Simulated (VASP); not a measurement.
Here is a VASP 6.6.1 calculation.

Contents of INCAR:

```
PREC = Accurate ; ENCUT = 600
EDIFF = 1E-7 ; ISMEAR = 0
SIGMA = 0.1 ; LREAL = False
LASPH = True ; NELM = 60
ALGO = Normal ; ISIF = 3
LWAVE = False ; LCHARG = False
GGA = PE ; IBRION = 2
NSW = 90 ; EDIFFG = -0.04
```

Contents of KPOINTS:

```
regular mesh
0
Gamma
  4 4 4
```

Contents of POSCAR:

```
Zr3CdC
1.0
    4.4053362300      0.0000000000      0.0000000000
    0.0000000000      4.4053362300      0.0000000000
    0.0000000000      0.0000000000      4.4053362300
Zr Cd C
3 1 1
Direct
    0.0000000000      0.5000000000      0.5000000000
    0.5000000000      0.0000000000      0.5000000000
    0.5000000000      0.5000000000      0.0000000000
    0.0000000000      0.0000000000      0.0000000000
    0.5000000000      0.5000000000      0.5000000000
```

Potentials or basis: VASP PAW PBE potentials, release 64 (Zr_sv, Cd, C).

Launch:

```sh
$ cat potpaw_PBE.64/Zr_sv/POTCAR potpaw_PBE.64/Cd/POTCAR potpaw_PBE.64/C/POTCAR > POTCAR
$ mpirun -np 1 vasp_std > vasp.out
```

(1) Estimate the space group after relaxing (to 0.05 Å).

(2) What does it give for the relaxed volume?

(3) Estimate the relaxed cell.

Results:

(1) Pm-3m (No. 221).

(2) 19.14 Å³/atom.

(3) a = 4.574 Å, b = 4.574 Å, c = 4.574 Å, α = 90.00°, β = 90.00°, γ = 90.00°.
